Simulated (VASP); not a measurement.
Crystal: AlN.

```
CELL_PARAMETERS angstrom
3.13023 0.00000 0.00000
-1.56511 2.71086 0.00000
0.00000 0.00000 5.01811
ATOMIC_POSITIONS crystal
Al 0.33333 0.66667 0.00023
Al 0.66667 0.33333 0.50023
N 0.33333 0.66667 0.38177
N 0.66667 0.33333 0.88177
```

- Program: VASP 6.6.1
- Task: relaxation of cell and atoms
- Functional: LDA
- Potentials or basis: VASP PAW LDA potentials, release 64 (Al, N)
- Cutoff: 600 eV
- k mesh: 9 × 9 × 6
- Occupations: gaussian, width 0.02 eV
- Spin: no spin polarisation

At the start: pressure -7.7 GPa; volume 10.65 Å³/atom.

Where does the relaxation end?

Over 7 steps the energy falls by 10.1 meV/atom and the volume is 10.24 Å³/atom (-3.8 %); space group P6_3mc (No. 186, to 0.05 Å).

Step by step:
```tsv
step	energy change (eV)	largest force (eV/Å)	pressure (GPa)	volume (Å³)
1	0.0000	0.0075	-7.67	42.58
2	-0.0054	0.0235	8.06	39.52
3	-0.0404	0.0083	-0.05	40.96
4	-0.0404	0.0086	0.11	40.92
5	-0.0405	0.0139	-0.11	40.96
6	-0.0405	0.0139	-0.10	40.96
7	-0.0405	0.0011	-0.01	40.94
```

Final structure:
```
Al N
1.0
     3.09114    0.00000    0.00000
    -1.54557    2.67700    0.00000
     0.00000    0.00000    4.94800
Al N
2 2
Direct
  0.33333 0.66667 0.00004
  0.66667 0.33333 0.50004
  0.33333 0.66667 0.38196
  0.66667 0.33333 0.88196
```
